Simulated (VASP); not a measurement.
A run of VASP 6.6.1 is set up as follows.

File INCAR:

```
ALGO     = Normal         # electronic algorithm
EDIFF    = 1E-6           # SCF threshold, eV
ENCUT    = 520            # plane-wave cutoff, eV
GGA      = PS             # functional
ISIF     = 2              # what is computed and relaxed
ISMEAR   = 0              # smearing method
IVDW     = 12             # dispersion correction
LASPH    = True           # aspherical terms in the spheres
LCHARG   = False          # write CHGCAR
LREAL    = False          # projectors in reciprocal space
LWAVE    = False          # write WAVECAR
NBANDS   = 20             # bands
NELM     = 60             # most SCF steps
PREC     = Accurate       # precision mode
SIGMA    = 0.05           # smearing width, eV
```

Contents of KPOINTS:

```
k-points
0
Gamma
  12 12 2
```

Contents of POSCAR:

```
WS2
1.0
    3.0456091893      0.0000000000      0.0000000000
   -1.5228045946      2.6375749279      0.0000000000
    0.0000000000      0.0000000000     16.5128702692
W S
1 2
Direct
    0.3333333333      0.6666666667      0.0000000000
    0.6423365588      0.3333333333      0.9071447969
    0.6909967745      0.3333333333      0.0928552031
```

Potentials or basis: VASP PAW PBE potentials, release 64 (W_sv, S).

Run with:

```sh
$ cat potpaw_PBE.64/W_sv/POTCAR potpaw_PBE.64/S/POTCAR > POTCAR
$ mpirun -np 1 vasp_std > vasp.out
```

Question: Predict the dispersion energy per atom.

Answer: -0.268 eV.

Question: Predict the band gap on the k mesh.

Answer: 2.10 eV, indirect (least direct gap 2.24 eV).

Question: What does it give for the largest force?

Answer: 1.961 eV/Å.

Forces in eV/Å, atoms in the order of the input:
```
W    0.000  0.124  0.000
S    0.955 -0.062 -1.711
S   -0.955 -0.062  1.711
```

Caveat: the PAW data sets were made with another functional, which shifts forces and pressure a little; spin-orbit coupling is left out, which moves the levels of the heavy elements.
